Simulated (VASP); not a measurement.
# C (P6/mmm) in VASP: further runs, part 2 of 2

VASP 6.6.1. The steps go on from the part before.

### Step 3. Single point, r2SCAN (11.99 Å³/atom)

This run uses another cell than the first one, of 11.99 Å³/atom.

POSCAR

```
C
1.0
    5.7845814558      0.0000000000      0.0000000000
   -2.8922907279      5.0095944909      0.0000000000
    0.0000000000      0.0000000000      1.2412582629
C
3
Direct
    0.0000000000      1.0000000000      0.0000000000
    0.3333333333      0.6666666667      0.5000000000
    0.6666666667      0.3333333333      0.5000000000
```

INCAR.step1

```
SYSTEM = C
ALGO = Normal ; EDIFF = 1E-4
ENCUT = 520 ; GGA = PE
ISMEAR = -1 ; LASPH = .TRUE.
LCHARG = .FALSE. ; LREAL = .FALSE.
LWAVE = .TRUE. ; NBANDS = 13
NELM = 80 ; PREC = Accurate
SIGMA = 0.1
```

INCAR.step2

```
SYSTEM = C
ALGO = Normal ; EDIFF = 1E-6
ENCUT = 520 ; ISIF = 2
ISMEAR = -1 ; ISTART = 1
LASPH = .TRUE. ; LCHARG = .FALSE.
LMIXTAU = .TRUE. ; LREAL = .FALSE.
LWAVE = .FALSE. ; METAGGA = R2SCAN
NBANDS = 13 ; NELM = 80
PREC = Accurate ; SIGMA = 0.1
```

KPOINTS

```
k-points
0
G
  7 7 27
  0 0 0
```

Potentials or basis: VASP PAW PBE potentials, release 64 (C).

Launch:

```bash
> cat potpaw_PBE.64/C/POTCAR > POTCAR
> cp INCAR.step1 INCAR
> mpirun -np 1 vasp_std > vasp.out
> cp INCAR.step2 INCAR
> mpirun -np 1 vasp_std > vasp.out
```

OUTCAR:

```text
SYSTEM = C
   EDIFF = 1E-6
   ENCUT = 520
   ISIF = 2
   ISMEAR = -1
   ISTART = 1
   LASPH = .TRUE.
   LREAL = .FALSE.
   METAGGA = R2SCAN
   NELM = 80
   PREC = Accurate

 ion  position               nearest neighbor table
   1  0.000  0.000  0.000-
   2  0.333  0.667  0.500-
   3  0.667  0.333  0.500-

  LATTYP: Found a hexagonal cell.
 ALAT       =     5.7845814558
 C/A-ratio  =     0.2145804796

  Lattice vectors:

 A1 = (   5.7845814558,   0.0000000000,   0.0000000000)
 A2 = (  -2.8922907279,   5.0095944909,   0.0000000000)
 A3 = (   0.0000000000,   0.0000000000,   1.2412582629)

Analysis of symmetry for initial positions (statically):
=====================================================================
 Subroutine PRICEL returns:
 Original cell was already a primitive cell.

 Routine SETGRP: Setting up the symmetry group for a
 hexagonal supercell.

 Subroutine GETGRP returns: Found 24 space group operations
 (whereof 24 operations were pure point group operations)
 out of a pool of 24 trial point group operations.

The static configuration has the point symmetry D_6h.

Analysis of symmetry for dynamics (positions and initial velocities):
=====================================================================
 Subroutine PRICEL returns:
 Original cell was already a primitive cell.

 Routine SETGRP: Setting up the symmetry group for a
 hexagonal supercell.

 Subroutine GETGRP returns: Found 24 space group operations
 (whereof 24 operations were pure point group operations)
 out of a pool of 24 trial point group operations.

The dynamic configuration has the point symmetry D_6h.

 Subroutine INISYM returns: Found 24 space group operations
 (whereof 24 operations are pure point group operations),
 and found     1 'primitive' translations

----------------------------------------------------------------------------------------

                                     Primitive cell

  volume of cell :      35.9697

  direct lattice vectors                    reciprocal lattice vectors
     5.784581456  0.000000000  0.000000000     0.172873354  0.099808478  0.000000000
    -2.892290728  5.009594491  0.000000000     0.000000000  0.199616955  0.000000000
     0.000000000  0.000000000  1.241258263     0.000000000  0.000000000  0.805634113

  length of vectors
     5.784581456  5.784581456  1.241258263     0.199616955  0.199616955  0.805634113

  position of ions in fractional coordinates (direct lattice)
     0.000000000  0.000000000  0.000000000
     0.333333333  0.666666667  0.500000000
     0.666666667  0.333333333  0.500000000

  ion indices of the primitive-cell ions
   primitive index   ion index
                 1           1
                 2           2
                 3           3

----------------------------------------------------------------------------------------
[... 28 lines left out ...]
  0.142857 -0.000000  0.000000      6.000000
  0.285714 -0.000000  0.000000      6.000000
  0.428571 -0.000000  0.000000      6.000000
  0.142857  0.142857  0.000000      6.000000
  0.285714  0.142857  0.000000     12.000000
[... 16 lines left out ...]
  0.428571  0.142857  0.074074     12.000000
  0.285714  0.285714  0.074074     12.000000
 [... further k-points ...]
   k-points           NKPTS =    112   k-points in BZ     NKDIM =    112   number of bands    NBANDS=     13
   number of dos      NEDOS =    301   number of ions     NIONS =      3
   total plane-waves  NPLWV =  23040
   dimension x,y,z NGX =    48 NGY =   48 NGZ =   10
   dimension x,y,z NGXF=    96 NGYF=   96 NGZF=   20
   ions per type =               3
   NGX,Y,Z   is equivalent  to a cutoff of  13.79, 13.79, 13.39 a.u.
   NGXF,Y,Z  is equivalent  to a cutoff of  27.59, 27.59, 26.79 a.u.
 SYSTEM =  C
   PREC   = accura    normal or accurate (medium, high low for compatibility)
   ISTART =      1    job   : 0-new  1-cont  2-samecut
   ICHARG =      0    charge: 1-file 2-atom 10-const
   ISPIN  =      1    spin polarized calculation?
   LNONCOLLINEAR =      F non collinear calculations
   LSORBIT =      F    spin-orbit coupling
   LASPH  =      T    aspherical Exc in radial PAW
   ENCUT  =  520.0 eV  38.22 Ry    6.18 a.u.  10.76 10.76  2.31*2*pi/ulx,y,z
   NELM   =     80;   NELMIN=  2; NELMDL=  0     # of ELM steps
   EDIFF  = 0.1E-05   stopping-criterion for ELM
   LREAL  =      F    real-space projection
   EDIFFG = 0.1E-04   stopping-criterion for IOM
   NSW    =      0    number of steps for IOM
   IBRION =     -1    ionic relax: 0-MD 1-quasi-New 2-CG
   NFREE  =      0    steps in history (QN), initial steepest desc. (CG)
   ISIF   =      2    stress and relaxation
   ISYM   =      2    0-nonsym 1-usesym 2-fastsym
   POTIM  = 0.5000    time-step for ionic-motion
   TEBEG  =    0.0;   TEEND  =   0.0 temperature during run
   PSTRESS=    0.0 pullay stress
   NELECT =      12.0000    total number of electrons
   NUPDOWN=      -1.0000    fix difference up-down
   EMIN   =  10.00;   EMAX   =-10.00  energy-range for DOS
   EFERMI =   0.00;   METHOD = LEGACY
   ISMEAR =    -1;   SIGMA  =   0.10  broadening in eV -4-tet -1-fermi 0-gaus
   EFERMI_NEDOS =   21; number of points for ismear=-14 and -15
   IALGO  =     38    algorithm
   IMIX   =      4    mixing-type and parameters
     AMIX     =   0.40;   BMIX     =  1.00
     AMIX_MAG =   1.60;   BMIX_MAG =  1.00
  volume/ion in A,a.u.               =      11.99        80.91
  Fermi-wavevector in a.u.,A,eV,Ry     =   1.135420  2.145632 17.540325  1.289177
  Thomas-Fermi vector in A             =   2.272124
   LORBIT       =      0    0 simple, 1 ext, 2 COOP (PROOUT), +10 PAW based schemes
   METAGGA = R2SCAN    functional components
   LHFCALC =     F    Hartree Fock is set to
   AEXX    =    0.0000 exact exchange contribution
   IVDW    =     0    specifies the selected vdW correction
   LEPSILON=     F    determine dielectric tensor
   LRPA    =     F    only Hartree local field effects (RPA)
 non-spin polarized calculation
  energy-cutoff  :      520.00
  volume of cell :       35.97
 maximum number of plane-waves:       992
 NGX is ok and might be reduce to    48
   NGX = 21   NGY = 21   NGZ =  5

 number of electron      12.0000003 magnetization

 Free energy of the ion-electron system (eV)
  ---------------------------------------------------
  ext. energy  EPLUGINS =         0.00000000
  ---------------------------------------------------
  free energy    TOTEN  =       -26.57317254 eV

  energy without entropy =      -26.55530971  energy(sigma->0) =      -26.56424113

 E-fermi :   1.2382     XC(G=0):  -9.5347

 val. band max:        1.1991306167   @ k =   0.0000   0.0000   0.2222
 cond. band min:       1.3271363111   @ k =   0.4286  -0.0000   0.2593
 fundamental gap:      0.1280056943
 Fermi energy:         1.2382382244

 k-point     1 :       0.0000    0.0000    0.0000
  band No.  band energies     occupation
      1     -16.8042      2.00000
      2     -16.1564      2.00000
      3     -16.1563      2.00000
      4      -5.1919      2.00000
      5      -5.1919      2.00000
      6      -5.1919      2.00000
      7      -5.1919      2.00000
      8      -3.5482      2.00000
      9      -3.5482      2.00000
     10       7.1573      0.00000
     11      12.0067      0.00000
     12      12.0068      0.00000
     13      12.0068      0.00000
[... 354 lines left out ...]
  band No.  band energies     occupation
      1     -16.1474      2.00000
      2     -16.0280      2.00000
      3     -16.0279      2.00000
      4      -4.9129      2.00000
      5      -4.9129      2.00000
      6      -4.4936      2.00000
      7      -3.4463      2.00000
      8      -3.4462      2.00000
      9      -3.3180      2.00000
     10       9.6911      0.00000
     11       9.9816      0.00000
     12       9.9816      0.00000
     13      12.8127      0.00000

 [... further k-points ...]

------------------------ aborting loop because EDIFF is reached ----------------------------------------

  FORCE on cell =-STRESS in cart. coord.  units (eV):
  Direction    XX          YY          ZZ          XY          YZ          ZX
  --------------------------------------------------------------------------------------
  -------------------------------------------------------------------------------------
  Total        0.5029440      0.5029440     10.7682359      0.0000000     -0.0000000     -0.0000000
  in kB       22.4023475     22.4023475    479.6434056      0.0000000     -0.0000000     -0.0000000
  external PRESSURE =     174.8160335 kB  Pullay stress =       0.0000000 kB

 VOLUME and BASIS-vectors are now :
 -----------------------------------------------------------------------------
  energy-cutoff  :      520.00
  volume of cell :       35.97
      direct lattice vectors                 reciprocal lattice vectors
     5.784581456  0.000000000  0.000000000     0.172873354  0.099808478  0.000000000
    -2.892290728  5.009594491  0.000000000     0.000000000  0.199616955  0.000000000
     0.000000000  0.000000000  1.241258263     0.000000000  0.000000000  0.805634113

 POSITION                                       TOTAL-FORCE (eV/Angst)
 -----------------------------------------------------------------------------------
      0.00000      0.00000      0.00000         0.000000      0.000000      0.000000
     -0.00000      3.33973      0.62063        -0.000000      0.000000      0.000000
      2.89229      1.66986      0.62063         0.000000      0.000000     -0.000000
 -----------------------------------------------------------------------------------
    total drift:                               -0.000000      0.000000      0.000000

  FREE ENERGIE OF THE ION-ELECTRON SYSTEM (eV)
  ---------------------------------------------------
  free  energy   TOTEN  =       -26.5731725403 eV

  energy  without entropy=      -26.5553097121  energy(sigma->0) =      -26.56424113
```

Wall time 2.9 min (1 thread of Intel Xeon Platinum 8259CL at 2.50GHz (Skylake/Cascade Lake), shared host); peak memory 0.18 GiB.

What came out:

```yaml
Free_energy: -26.5732 eV
Pressure: 17.5 GPa
Band_gap_on_the_k_mesh: zero (bands 6 and 7 overlap by 17.70 eV)
```

Caveat: the cell stands under pressure; the PAW data sets were made with another functional, which shifts forces and pressure a little.
